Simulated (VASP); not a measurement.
# Zn (Fd-3m) in VASP: notebook

The runs below take Zn through single point, with PBEsol.

Everything below comes from runs of VASP 6.6.1. Logs are shortened: lines on timing, memory, paths and dates and some standing lists are left out, and cuts for length are marked.

## Step 1: The cell of the first run

Symmetry: Fd-3m, No. 227, cubic system. The conventional cell has a = 5.577 Å, b = 5.577 Å, c = 5.577 Å, α = 90.00°, β = 90.00°, γ = 90.00°. Zn (site symmetry -43m) has 4 Zn at 2.41 Å within 3.2 Å.

## Step 2: Single point, PBEsol (volume scaled by 0.96)

INCAR

```
PREC     = Accurate       # precision mode
ENCUT    = 520            # plane-wave cutoff, eV
EDIFF    = 1E-7           # SCF threshold, eV
ISMEAR   = -1             # smearing method
SIGMA    = 0.1            # smearing width, eV
LREAL    = F              # projectors in reciprocal space
LASPH    = T              # aspherical terms in the spheres
NELM     = 60             # most SCF steps
ALGO     = Normal         # electronic algorithm
ISIF     = 2              # what is computed and relaxed
LWAVE    = F              # write WAVECAR
LCHARG   = F              # write CHGCAR
GGA      = PS             # functional
NBANDS   = 19             # bands
```

KPOINTS

```
regular mesh
0
Gamma
  11 11 11
```

POSCAR

```
Zn
1.0
    0.0000000000      2.7883780750      2.7883780750
    2.7883780750      0.0000000000      2.7883780750
    2.7883780750      2.7883780750      0.0000000000
Zn
2
Direct
    0.1250000000      0.1250000000      0.1250000000
    0.8750000000      0.8750000000      0.8750000000
```

Potentials or basis: VASP PAW PBE potentials, release 64 (Zn).

Command:

```bash
cat potpaw_PBE.64/Zn/POTCAR > POTCAR
mpirun -np 1 vasp_std > vasp.out
```

OUTCAR:

```text
PREC = Accurate
   ENCUT = 520
   EDIFF = 1E-7
   ISMEAR = -1
   LREAL = F
   LASPH = T
   NELM = 60
   ISIF = 2
   GGA = PS

 ion  position               nearest neighbor table
   1  0.125  0.125  0.125-   2 2.41   2 2.41   2 2.41   2 2.41
   2  0.875  0.875  0.875-   1 2.41   1 2.41   1 2.41   1 2.41

  LATTYP: Found a face centered cubic cell.
 ALAT       =     5.5767561500

  Lattice vectors:

 A1 = (   0.0000000000,   2.7883780750,   2.7883780750)
 A2 = (   2.7883780750,   0.0000000000,   2.7883780750)
 A3 = (   2.7883780750,   2.7883780750,   0.0000000000)

Analysis of symmetry for initial positions (statically):
=====================================================================
 Subroutine PRICEL returns:
 Original cell was already a primitive cell.

 Routine SETGRP: Setting up the symmetry group for a
 face centered cubic supercell.

 Subroutine GETGRP returns: Found 48 space group operations
 (whereof 12 operations were pure point group operations)
 out of a pool of 48 trial point group operations.

The static configuration has the point symmetry D_3d.
 The point group associated with its full space group is O_h .

Analysis of symmetry for dynamics (positions and initial velocities):
=====================================================================
 Subroutine PRICEL returns:
 Original cell was already a primitive cell.

 Routine SETGRP: Setting up the symmetry group for a
 face centered cubic supercell.

 Subroutine GETGRP returns: Found 48 space group operations
 (whereof 12 operations were pure point group operations)
 out of a pool of 48 trial point group operations.

The dynamic configuration has the point symmetry D_3d.
 The point group associated with its full space group is O_h .

 Subroutine INISYM returns: Found 48 space group operations
 (whereof 12 operations are pure point group operations),
 and found     1 'primitive' translations

----------------------------------------------------------------------------------------

                                     Primitive cell

  volume of cell :      43.3596

  direct lattice vectors                    reciprocal lattice vectors
     0.000000000  2.788378075  2.788378075    -0.179315712  0.179315712  0.179315712
[... 74 lines left out ...]
   NGX,Y,Z   is equivalent  to a cutoff of  12.65, 12.65, 12.65 a.u.
   NGXF,Y,Z  is equivalent  to a cutoff of  25.30, 25.30, 25.30 a.u.
 SYSTEM =  unknown system
   PREC   = accura    normal or accurate (medium, high low for compatibility)
   ISTART =      0    job   : 0-new  1-cont  2-samecut
   ICHARG =      2    charge: 1-file 2-atom 10-const
   ISPIN  =      1    spin polarized calculation?
   LNONCOLLINEAR =      F non collinear calculations
   LSORBIT =      F    spin-orbit coupling
   LASPH  =      T    aspherical Exc in radial PAW
   ENCUT  =  520.0 eV  38.22 Ry    6.18 a.u.   7.33  7.33  7.33*2*pi/ulx,y,z
   NELM   =     60;   NELMIN=  2; NELMDL= -5     # of ELM steps
   EDIFF  = 0.1E-06   stopping-criterion for ELM
   LREAL  =      F    real-space projection
   EDIFFG = 0.1E-05   stopping-criterion for IOM
   NSW    =      0    number of steps for IOM
   IBRION =     -1    ionic relax: 0-MD 1-quasi-New 2-CG
   NFREE  =      0    steps in history (QN), initial steepest desc. (CG)
   ISIF   =      2    stress and relaxation
   ISYM   =      2    0-nonsym 1-usesym 2-fastsym
   POTIM  = 0.5000    time-step for ionic-motion
   TEBEG  =    0.0;   TEEND  =   0.0 temperature during run
   PSTRESS=    0.0 pullay stress
   NELECT =      24.0000    total number of electrons
   NUPDOWN=      -1.0000    fix difference up-down
   EMIN   =  10.00;   EMAX   =-10.00  energy-range for DOS
   EFERMI =   0.00;   METHOD = LEGACY
   ISMEAR =    -1;   SIGMA  =   0.10  broadening in eV -4-tet -1-fermi 0-gaus
   EFERMI_NEDOS =   21; number of points for ismear=-14 and -15
   IALGO  =     38    algorithm
   IMIX   =      4    mixing-type and parameters
     AMIX     =   0.40;   BMIX     =  1.00
     AMIX_MAG =   1.60;   BMIX_MAG =  1.00
  volume/ion in A,a.u.               =      21.68       146.30
  Fermi-wavevector in a.u.,A,eV,Ry     =   1.344158  2.540090 24.582464  1.806760
  Thomas-Fermi vector in A             =   2.472174
   LORBIT       =      0    0 simple, 1 ext, 2 COOP (PROOUT), +10 PAW based schemes
   GGA     = PS    functional components
   LHFCALC =     F    Hartree Fock is set to
   AEXX    =    0.0000 exact exchange contribution
   IVDW    =     0    specifies the selected vdW correction
   LEPSILON=     F    determine dielectric tensor
   LRPA    =     F    only Hartree local field effects (RPA)
 non-spin polarized calculation
  energy-cutoff  :      520.00
  volume of cell :       43.36
 maximum number of plane-waves:      1211
 NGX is ok and might be reduce to    30
   NGX = 15   NGY = 15   NGZ = 15

 number of electron      24.0000031 magnetization

 Free energy of the ion-electron system (eV)
  ---------------------------------------------------
  ext. energy  EPLUGINS =         0.00000000
  ---------------------------------------------------
  free energy    TOTEN  =        -1.96118950 eV

  energy without entropy =       -1.93675511  energy(sigma->0) =       -1.94897230

 E-fermi :   0.6115     XC(G=0):  -9.7129

 val. band max:        0.4886829724   @ k =  -0.3636   0.4545   0.1818
 cond. band min:       0.6399077635   @ k =  -0.4545   0.3636   0.1818
 fundamental gap:      0.1512247912
 Fermi energy:         0.6115047023

 k-point     1 :       0.0000    0.0000    0.0000
  band No.  band energies     occupation
      1      -7.5400      2.00000
      2      -7.1150      2.00000
      3      -7.1150      2.00000
      4      -7.1150      2.00000
      5      -7.0659      2.00000
      6      -7.0659      2.00000
[... 505 lines left out ...]
      6      -6.8435      2.00000
[... 11 lines left out ...]
     18      10.0968      0.00000
     19      11.2305      0.00000

 [... further k-points ...]
[... 5 lines left out ...]
  --------------------------------------------------------------------------------------
  -------------------------------------------------------------------------------------
  Total        0.5175094      0.5175094      0.5175094     -0.0000000      0.0000000     -0.0000000
  in kB       19.1224630     19.1224630     19.1224630     -0.0000000      0.0000000     -0.0000000
  external PRESSURE =      19.1224630 kB  Pullay stress =       0.0000000 kB

 VOLUME and BASIS-vectors are now :
 -----------------------------------------------------------------------------
  energy-cutoff  :      520.00
  volume of cell :       43.36
      direct lattice vectors                 reciprocal lattice vectors
     0.000000000  2.788378075  2.788378075    -0.179315712  0.179315712  0.179315712
     2.788378075  0.000000000  2.788378075     0.179315712 -0.179315712  0.179315712
     2.788378075  2.788378075  0.000000000     0.179315712  0.179315712 -0.179315712

 POSITION                                       TOTAL-FORCE (eV/Angst)
 -----------------------------------------------------------------------------------
      0.69709      0.69709      0.69709         0.000000      0.000000      0.000000
      4.87966      4.87966      4.87966        -0.000000     -0.000000     -0.000000
 -----------------------------------------------------------------------------------
    total drift:                               -0.000000      0.000000      0.000000

  FREE ENERGIE OF THE ION-ELECTRON SYSTEM (eV)
  ---------------------------------------------------
  free  energy   TOTEN  =        -1.9611894977 eV

  energy  without entropy=       -1.9367551062  energy(sigma->0) =       -1.94897230
```

OSZICAR:

```text
N       E                     dE             d eps       ncg     rms          rms(c)
DAV:   1     0.117264442355E+03    0.11726E+03   -0.12184E+04  2128   0.177E+03
DAV:   2     0.391283891948E+01   -0.11335E+03   -0.11059E+03  2140   0.292E+02
DAV:   3    -0.211246463338E+01   -0.60253E+01   -0.60030E+01  2304   0.736E+01
DAV:   4    -0.216174772783E+01   -0.49283E-01   -0.49272E-01  2377   0.735E+00
DAV:   5    -0.216182753638E+01   -0.79809E-04   -0.79808E-04  2294   0.257E-01    0.313E+00
DAV:   6    -0.197268102889E+01    0.18915E+00   -0.84924E-01  2497   0.177E+01    0.214E+00
DAV:   7    -0.196498527937E+01    0.76957E-02   -0.32060E-02  2359   0.279E+00    0.107E+00
DAV:   8    -0.196119932221E+01    0.37860E-02   -0.26482E-03  2356   0.494E-01    0.604E-02
DAV:   9    -0.196118767228E+01    0.11650E-04   -0.19659E-04  2734   0.153E-01    0.460E-02
DAV:  10    -0.196119021089E+01   -0.25386E-05   -0.38717E-05  2289   0.554E-02    0.463E-03
DAV:  11    -0.196118998669E+01    0.22420E-06   -0.25429E-07  2115   0.606E-03    0.410E-03
DAV:  12    -0.196118947990E+01    0.50679E-06   -0.72766E-08  1806   0.383E-03    0.710E-04
DAV:  13    -0.196118949768E+01   -0.17781E-07   -0.18966E-08  1241   0.168E-03
   1 F= -.19611895E+01 E0= -.19489723E+01  d E =-.244344E-01
```

stdout:

```text
POSCAR found type information on POSCAR Zn
 POSCAR found :  1 types and       2 ions
 scaLAPACK will be used
 -----------------------------------------------------------------------------
|                                                                             |
|                                                                             |
|     You enforced a specific xc type in the INCAR file but a different       |
|     I HOPE YOU KNOW WHAT YOU ARE DOING!                                     |
|                                                                             |
 -----------------------------------------------------------------------------

 LDA part: xc-table for (Slater+PW92), standard interpolation
 POSCAR, INCAR and KPOINTS ok, starting setup
 FFT: planning ... GRIDC
 FFT: planning ... GRID_SOFT
 FFT: planning ... GRID
 WAVECAR not read
 entering main loop
```

Run time: 49 s. Hardware: 1 thread of AMD EPYC 7R43 (Zen 3), shared host; peak memory 0.15 GiB.

Results:

| Item | Value |
| --- | --- |
| Free energy | -1.9612 eV |
| Pressure | 1.9 GPa |
| Band gap on the k mesh | zero (band 12 reaches 6.43 eV, above the bottom of band 13 at -0.26 eV) |

Caveat: the cell differs from its parent crystal (volume scaled by 0.96); the PAW data sets were made with another functional, which shifts forces and pressure a little.

## Step 3: Single point, PBEsol

This run uses another cell than the first one, of 22.58 Å³/atom, 1.042 times its volume.

INCAR

```
PREC = Accurate
ENCUT = 520
EDIFF = 1E-6
ISMEAR = -1
SIGMA = 0.1
LREAL = F
LASPH = T
NELM = 80
ALGO = Normal
ISIF = 2
LWAVE = F
LCHARG = F
GGA = PS
NBANDS = 19
```

KPOINTS

```
Automatic mesh
0
Gamma
  11 11 11
```

POSCAR

```
Zn
1.0
    0.0000000000      2.8265797820      2.8265797820
    2.8265797820      0.0000000000      2.8265797820
    2.8265797820      2.8265797820      0.0000000000
Zn
2
Direct
    0.1250000000      0.1250000000      0.1250000000
    0.8750000000      0.8750000000      0.8750000000
```

Potentials or basis: VASP PAW PBE potentials, release 64 (Zn).

Command:

```bash
cat potpaw_PBE.64/Zn/POTCAR > POTCAR
mpirun -np 1 vasp_std > vasp.out
```

OUTCAR:

```text
PREC = Accurate
   ENCUT = 520
   EDIFF = 1E-6
   ISMEAR = -1
   LREAL = F
   LASPH = T
   NELM = 80
   ISIF = 2
   GGA = PS

 ion  position               nearest neighbor table
   1  0.125  0.125  0.125-   2 2.45   2 2.45   2 2.45   2 2.45
   2  0.875  0.875  0.875-   1 2.45   1 2.45   1 2.45   1 2.45

  LATTYP: Found a face centered cubic cell.
 ALAT       =     5.6531595640

  Lattice vectors:

 A1 = (   0.0000000000,   2.8265797820,   2.8265797820)
 A2 = (   2.8265797820,   0.0000000000,   2.8265797820)
 A3 = (   2.8265797820,   2.8265797820,   0.0000000000)

Analysis of symmetry for initial positions (statically):
=====================================================================
 Subroutine PRICEL returns:
 Original cell was already a primitive cell.

 Routine SETGRP: Setting up the symmetry group for a
 face centered cubic supercell.

 Subroutine GETGRP returns: Found 48 space group operations
 (whereof 12 operations were pure point group operations)
 out of a pool of 48 trial point group operations.

[... 153 lines left out ...]

 number of electron      24.0000011 magnetization

 Free energy of the ion-electron system (eV)
  ---------------------------------------------------
  ext. energy  EPLUGINS =         0.00000000
  ---------------------------------------------------
  free energy    TOTEN  =        -1.97282836 eV

  energy without entropy =       -1.94647870  energy(sigma->0) =       -1.95965353

 E-fermi :   0.4418     XC(G=0):  -9.5255

 val. band max:        0.3537709398   @ k =  -0.3636   0.4545   0.1818
 cond. band min:       0.4897206378   @ k =  -0.4545   0.3636   0.1818
 fundamental gap:      0.1359496980
 Fermi energy:         0.4418170224

 k-point     1 :       0.0000    0.0000    0.0000
  band No.  band energies     occupation
      1      -7.5075      2.00000
      2      -7.2023      2.00000
      3      -7.2023      2.00000
      4      -7.2023      2.00000
      5      -7.1547      2.00000
      6      -7.1547      2.00000
[... 505 lines left out ...]
      6      -6.9133      2.00000
[... 11 lines left out ...]
     18       9.6578      0.00000
     19      10.8489      0.00000

 [... further k-points ...]
[... 5 lines left out ...]
  --------------------------------------------------------------------------------------
  -------------------------------------------------------------------------------------
  Total        0.0743178      0.0743178      0.0743178      0.0000000     -0.0000000     -0.0000000
  in kB        2.6362680      2.6362680      2.6362680      0.0000000     -0.0000000     -0.0000000
  external PRESSURE =       2.6362680 kB  Pullay stress =       0.0000000 kB

 VOLUME and BASIS-vectors are now :
 -----------------------------------------------------------------------------
  energy-cutoff  :      520.00
  volume of cell :       45.17
      direct lattice vectors                 reciprocal lattice vectors
     0.000000000  2.826579782  2.826579782    -0.176892230  0.176892230  0.176892230
     2.826579782  0.000000000  2.826579782     0.176892230 -0.176892230  0.176892230
     2.826579782  2.826579782  0.000000000     0.176892230  0.176892230 -0.176892230

 POSITION                                       TOTAL-FORCE (eV/Angst)
 -----------------------------------------------------------------------------------
      0.70664      0.70664      0.70664        -0.000000     -0.000000     -0.000000
      4.94651      4.94651      4.94651         0.000000      0.000000      0.000000
 -----------------------------------------------------------------------------------
    total drift:                               -0.000000      0.000000      0.000000

  FREE ENERGIE OF THE ION-ELECTRON SYSTEM (eV)
  ---------------------------------------------------
  free  energy   TOTEN  =        -1.9728283619 eV

  energy  without entropy=       -1.9464787036  energy(sigma->0) =       -1.95965353
```

It took 43 s on 1 thread of AMD EPYC 7R43 (Zen 3), shared host; peak memory 0.15 GiB.

Results:

```yaml
Free_energy: -1.9728 eV
Pressure: 0.3 GPa
Band_gap_on_the_k_mesh: zero (band 12 reaches 6.06 eV, above the bottom of band 13 at -0.36 eV)
```

Caveat: the PAW data sets were made with another functional, which shifts forces and pressure a little.

## Step 4: Single point, PBEsol (volume scaled by 1.04)

INCAR

```
ALGO = Normal ; EDIFF = 1E-7
ENCUT = 520 ; GGA = PS
ISIF = 2 ; ISMEAR = -1
LASPH = T ; LCHARG = F
LREAL = F ; LWAVE = F
NBANDS = 19 ; NELM = 100
PREC = Accurate ; SIGMA = 0.1
```

KPOINTS

```
k-points
0
Gamma
  11 11 11
```

POSCAR

```
Zn
1.0
    0.0000000000      2.8637758868      2.8637758868
    2.8637758868      0.0000000000      2.8637758868
    2.8637758868      2.8637758868      0.0000000000
Zn
2
Direct
    0.1250000000      0.1250000000      0.1250000000
    0.8750000000      0.8750000000      0.8750000000
```

Command:

```bash
cat potpaw_PBE.64/Zn/POTCAR > POTCAR
mpirun -np 1 vasp_std > vasp.out
```

Run time: 30 s. Hardware: 1 thread of AMD EPYC 7R43 (Zen 3), shared host; peak memory 0.16 GiB.

It converged, with:

| Property | Result |
| --- | --- |
| Free energy | -1.9680 eV |
| Pressure | -1.0 GPa |
| Band gap on the k mesh | zero (band 12 reaches 5.71 eV, above the bottom of band 13 at -0.45 eV) |

Levels at points of the mesh, in eV from the Fermi level:
```
           k point  band 9  band 10  band 11  band 12  band 13  band 14  band 15  band 16
(0.00, 0.00, 0.00)   -6.93    -6.71    -6.71     5.42     5.42     5.42     6.89     6.89
```

Caveat: the cell differs from its parent crystal (volume scaled by 1.04); the PAW data sets were made with another functional, which shifts forces and pressure a little.

## Step 5: The runs side by side

```tsv
cell	gap on the mesh (eV)	pressure (GPa)
a = 3.943 Å, angles 60.0°, 2 atoms	none	1.9
a = 3.997 Å, angles 60.0°, 2 atoms	none	0.3
a = 4.050 Å, angles 60.0°, 2 atoms	none	-1.0
```

Alike in all rows: task single point; level PBEsol; potentials or basis VASP PAW PBE potentials, release 64 (Zn); no spin polarisation; k mesh 11 × 11 × 11; cutoff (eV) 520; smearing fermi-dirac 0.1 eV.

Caveats: the PAW data sets were made with another functional, which shifts forces and pressure a little.

Total energies depend on the potentials used, so only differences within one code and one set of settings carry meaning.
